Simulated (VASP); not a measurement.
**MnSi: single point with PBEsol**

The system is MnSi.

```
CELL_PARAMETERS angstrom
4.54800 0.00000 0.00000
0.00000 4.54800 0.00000
0.00000 0.00000 4.54800
ATOMIC_POSITIONS crystal
Mn 0.13548 0.13548 0.13548
Mn 0.36452 0.86452 0.63548
Mn 0.63548 0.36452 0.86452
Mn 0.86452 0.63548 0.36452
Si 0.84469 0.84469 0.84469
Si 0.65531 0.15531 0.34469
Si 0.34469 0.65531 0.15531
Si 0.15531 0.34469 0.65531
```

```json
{"Program": "VASP 6.6.1", "Task": "single point", "Functional": "PBEsol", "Potentials or basis": "VASP PAW PBE potentials, release 64 (Mn_pv, Si)", "Cutoff": "520 eV", "k mesh": "7 × 7 × 7", "Occupations": "fermi-dirac, width 0.05 eV", "Spin": "collinear spin, ferromagnetic start", "Starting moments": "[3.5, 3.5, 3.5, 3.5, 0.0, 0.0, 0.0, 0.0] μB", "Dipole correction": "no", "Further INCAR settings": "ALGO = Normal; EDIFF = 1e-06; NBANDS = 48"}
```

The pressure is -10.0 GPa. The largest force is 0.018 eV/Å. The net moment is 3.92 μB per cell, the site moments are Mn +1.04; Si -0.05 μB and the valence electrons inside the program's atomic spheres are Mn 11.99; Si 1.63.

Forces in eV/Å, atoms in the order of the input:
```
Mn   0.011  0.011  0.011
Mn  -0.011 -0.011  0.011
Mn   0.011 -0.011 -0.011
Mn  -0.011  0.011 -0.011
Si   0.000  0.000  0.000
Si   0.000  0.000  0.000
Si   0.000  0.000  0.000
Si   0.000  0.000  0.000
```

Levels at points of the mesh, in eV from the Fermi level:
Spin up:
| k point | band 34 | band 35 | band 36 | band 37 | band 38 | band 39 |
| --- | --- | --- | --- | --- | --- | --- |
| (0.00, 0.00, 0.00) | -0.37 | -0.30 | -0.30 | 0.71 | 0.71 | 0.71 |
Spin down:
```
           k point  band 28  band 29  band 30  band 31  band 32  band 33  band 34  band 35  band 36  band 37
(0.00, 0.00, 0.00)    -1.88    -1.39    -1.39    -1.39     0.62     0.62     0.62     0.93     0.93     1.51
```

It took 2.9 min on 1 thread of Intel(R) Xeon(R) Platinum 8488C (Sapphire Rapids), on a shared host, peak memory 0.33 GiB.

Caveat: the cell stands under tension; the PAW data sets were made with another functional, which shifts forces and pressure a little.
